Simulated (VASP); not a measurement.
Write the native input for VASP 6.6.1 that does the following.

```
Task                   : single point
Functional             : PBE
Dispersion             : D3(BJ)
Potentials or basis    : VASP PAW PBE potentials, release 64 (B, N)
Cutoff                 : 520 eV
k mesh                 : 2 × 2 × 2, shifted
Occupations            : gaussian, width 0.02 eV
Spin                   : collinear spin
Starting moments       : [0.0, 0.0, 0.0, 0.0, 0.0, 0.0, 0.0, 0.0, 0.0, 0.0, 0.0, 0.0, 0.16, 0.0, 0.0, 0.0, 0.0, 0.0, 0.0, 0.0, 0.0, 0.0, 0.0, 0.0, 0.0] μB
Dipole correction      : no
Further INCAR settings : LREAL = Auto; ALGO = Normal; EDIFF = 1e-06; NBANDS = 72
```

The structure of B13N12 (a cell with a defect) lies in POSCAR:

```
B13N12
1.0
   -3.7615274048      3.3394821732      4.3376638236
    3.7615274048      3.3394821732     -4.3376638236
   -3.7615274048     -3.3394821732     -4.3376638236
B N
13 12
Direct
    0.4826726051      0.2352600467      0.7516720144
    0.3305585290      0.9994436938      0.3345095603
    0.6744323220      1.0209120904      0.6642456309
    0.5085059639      0.7594927591      0.2457854507
    0.8259025321      0.2449488129      0.0846679102
    0.3847117691      0.5446536435      0.8255738718
    0.8219583686      0.7341254644      0.5777980298
    0.1492312328      0.2352755822      0.4182123401
    0.6476970017      0.4815348114      0.1640294755
    1.0222940596      1.0209163861      1.0121023812
    0.9831495859      0.4815529386      0.4994618576
    0.1793479549      0.7595022606      0.9166168284
    0.6216822970      0.7003625771      0.7443295578
    0.5032296019      0.9215348627      0.4164581388
    0.3580502120      0.6927319607      0.0003133221
    0.6656226662      0.6666947247      0.3302641304
    0.4738530233      0.3882901168      0.9182952590
    0.8464847314      0.9328445627      0.7519819923
    0.3179175673      0.1520349298      0.4997448405
    0.8108670317      0.3949218187      0.2496801382
    0.1706972769      0.9215295748      0.0839274132
    0.6677107218      0.1704110174      0.8342753344
    1.0020793638      0.6667121603      0.6666999343
    1.0017696231      0.1704223170      0.1683261231
    0.1356484075      0.3883172155      0.5800605474
```

One way to write it, as run:

INCAR

```
SYSTEM = B13N12
PREC = Accurate
ENCUT = 520
EDIFF = 1E-6
ISMEAR = 0
SIGMA = 0.02
LREAL = Auto
LASPH = .True.
NELM = 150
ALGO = Normal
ISIF = 2
LWAVE = .False.
LCHARG = .False.
ISPIN = 2
MAGMOM = 0 0 0 0 0 0 0 0 0 0 0 0 0.16 0 0 0 0 0 0 0 0 0 0 0 0
LORBIT = 11
GGA = PE
IVDW = 12
NBANDS = 72
```

KPOINTS

```
Automatic mesh
0
Gamma
  2 2 2
  0.5 0.5 0.5
```

Potentials or basis: VASP PAW PBE potentials, release 64 (B, N).

Launch:

```sh
$ cat potpaw_PBE.64/B/POTCAR potpaw_PBE.64/N/POTCAR > POTCAR
$ mpirun -np 1 vasp_std > vasp.out
```

Results of the run:

```
Pressure                                              : 3.3 GPa
Largest force                                         : 0.058 eV/Å
Band gap on the k mesh                                : 0.55 eV
Net moment                                            : 1.00 μB per cell
Site moments                                          : B +0.00, +0.01, +0.05, +0.29 (each value once); N +0.00, +0.01, +0.04, +0.03, +0.02 (each value once) μB
Valence electrons inside the program's atomic spheres : B 2.18, 2.17, 2.16, 2.06, 2.14, 2.19, 1.85 (each value once); N 4.02, 4.00, 4.01, 4.03 (each value once)
Dispersion energy per atom                            : -0.146 eV
```

Caveat: the k points lie up to 0.59 Å⁻¹ apart; semilocal functionals underestimate gaps, and a narrow one can read as zero.

Wall time 7.2 min on 1 thread of Oxide Virtual Turin-like Processor, with other jobs on the host, peak memory 0.43 GiB.
